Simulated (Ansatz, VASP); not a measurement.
**One calculation of Ag, two programs**

```
CELL_PARAMETERS angstrom
-1.63427 1.63427 1.63427
1.63427 -1.63427 1.63427
3.26854 3.26854 0.00000
ATOMIC_POSITIONS crystal
Ag 0.03245 0.96755 0.00000
Ag 0.46755 0.53245 0.50000
```

Change from the starting cell: mode 1 (-25.1 1/cm) frozen in, largest displacement +0.150 Å.

Alike in both runs: task single point; functional r2SCAN; k mesh 22 × 22 × 14; occupations gaussian, width 0.15 eV; no spin polarisation.

|  | VASP | Ansatz |
| --- | --- | --- |
| version | VASP 6.6.1 | Ansatz 0.2.0 |
| potentials or method | VASP PAW PBE potentials, release 64 (Ag), cutoff 520 eV | scalar-relativistic, plane waves, PAW |
| valence electrons in the cell | 22 | 38 |

VASP gave:

| Item | Value |
| --- | --- |
| gap on the k mesh at the Fermi level (eV) | none |
| pressure (GPa) | 0.0 |
| traceless stress, the component that is largest in VASP (GPa) | -0.50 |
| rms of the force components (eV/Å) | 0.007 |

Q: What did Ansatz give for the same quantities?

A: gap on the k mesh at the Fermi level (eV): none; pressure (GPa): -0.1; traceless stress, the component that is largest in VASP (GPa): -0.50; rms of the force components (eV/Å): 0.007.

VASP's potentials were made for PBE, not for r2SCAN. Atom by atom the forces differ by 0.000 eV/Å (rms over components). A gap of «none» marks a metal or a gap that the smearing closes. With one functional, cell and mesh, what is left measures potentials, basis and numerics. VASP's potentials hold 22 valence electrons a cell and Ansatz's 38, so a difference there can come from the potentials and not from the codes.
